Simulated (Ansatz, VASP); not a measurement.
**MgO in VASP and in Ansatz**

```
Mg O
1.0
     0.00000    2.12686    2.12686
     2.12686    0.00000    2.12686
     2.12686    2.12686    0.00000
Mg O
1 1
Direct
  0.00000 0.00000 0.00000
  0.50000 0.50000 0.50000
```

Alike in both runs: task single point; functional PBE; k mesh 10 × 10 × 10; occupations gaussian, width 0.02 eV; no spin polarisation.

```csv
,VASP,Ansatz
version,VASP 6.6.1,Ansatz 0.2.0
potentials or method,"VASP PAW PBE potentials, release 64 (Mg, O), cutoff 600 eV","scalar-relativistic, plane waves, PAW"
valence electrons in the cell,8,16
```

```csv
,VASP,Ansatz,Ansatz less VASP
gap on the k mesh at the Fermi level (eV),4.45,4.46,+0.016
least direct gap on the mesh (eV),4.45,4.46,+0.016
pressure (GPa),-1.0,0.0,+1.03
```

With one functional, cell and mesh, what is left measures potentials, basis and numerics. VASP's potentials hold 8 valence electrons a cell and Ansatz's 16, so a difference there can come from the potentials and not from the codes.
